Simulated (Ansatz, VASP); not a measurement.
Two plane-wave programs on Mo

File INCAR:

```
SYSTEM = Mo
PREC = Accurate
ENCUT = 520
EDIFF = 1E-6
ISMEAR = 0
SIGMA = 0.15
LREAL = .FALSE.
LASPH = .TRUE.
NELM = 60
ALGO = Fast
ISIF = 2
LWAVE = .FALSE.
LCHARG = .FALSE.
GGA = PS
NBANDS = 13
```

KPOINTS

```
Automatic mesh
0
G
  18 18 18
  0 0 0
```

POSCAR

```
Mo
1.0
    2.7355103972      0.0000000000      0.0000000000
   -1.3677551986      2.2505704215      0.0000000000
    0.0000000000      0.0000000000      2.5551807000
Mo
1
Direct
    0.0000000000      0.0000000000      0.5000000000
```

Input for Ansatz:

```yaml
crystal:
  lattice:
    - [2.7355103972, 0.0, 0.0]
    - [-1.3677551986, 2.2505704215, 0.0]
    - [0.0, 0.0, 2.5551807]
  atoms:
    - { symbol: Mo, position: [0.0, 0.0, 0.5] }
basis:
  ecutwfc: 420
kpoints:
  mp_grid: { grid: [18, 18, 18] }
hamiltonian:
  xc: pbesol
scf:
  occupations: { method: gaussian, width: 0.15 }
output:
  forces: true
  stress: true
  eigenvalues: true
```

Change from the starting cell: strain -0.0500 x Voigt [0, 1, 0, 0, 0, 0], atoms carried along.

Alike in both runs: task single point; functional PBEsol; k mesh 18 × 18 × 18; occupations gaussian, width 0.15 eV; no spin polarisation.

|  | VASP | Ansatz |
| --- | --- | --- |
| version | VASP 6.6.1 | Ansatz 0.2.0 |
| potentials or method | VASP PAW PBE potentials, release 64 (Mo_sv), cutoff 520 eV | scalar-relativistic, plane waves, PAW |
| valence electrons in the cell | 14 | 14 |

VASP gave:

| Quantity | Value |
| --- | --- |
| gap on the k mesh at the Fermi level (eV) | none |
| pressure (GPa) | 9.6 |
| traceless stress, the component that is largest in VASP (GPa) | -12.94 |

What did Ansatz give for the same quantities?

gap on the k mesh at the Fermi level (eV): none; pressure (GPa): 8.9; traceless stress, the component that is largest in VASP (GPa): -12.98.

VASP's potentials were made for PBE, not for PBEsol. A gap of «none» marks a metal or a gap that the smearing closes.
